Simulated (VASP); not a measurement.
Runs of VASP 6.6.1 on Mg. The structure is that of space group Fm-3m (No. 225), or close to it. The cells are those of the table. 

```tsv
task	cell	k mesh	cutoff (eV)	gap on the mesh (eV)	pressure (GPa)	relaxed volume (Å³/atom)
relaxation of cell and atoms	relaxed from a = 3.191 Å, angles 60.0°, 1 atom	16 × 16 × 16	600	none	0.0	(a)
single point	a = 2.684 Å, angles 60.0°, 1 atom	8 × 8 × 8	520	none	51.8	-
relaxation of cell and atoms	relaxed from a = 2.684 Å, angles 60.0°, 1 atom	8 × 8 × 8	600	none	0.0	23.14
single point	a = 3.196 Å, angles 60.0°, 1 atom	16 × 16 × 16	520	none	(b)	-
single point	a = 3.191 Å, angles 60.0°, 1 atom	8 × 8 × 8	520	none	0.2	-
```

Alike in all rows: level PBE; potentials or basis VASP PAW PBE potentials, release 64 (Mg); no spin polarisation; smearing gaussian 0.1 eV.

Q: Estimate the missing entries.

A: (a) 23.03; (b) -0.1.

Caveats: the volume moved by over 15 % at a fixed basis, so the end points are rough (some runs).

A gap of «none» marks levels without a gap at the run's occupations.
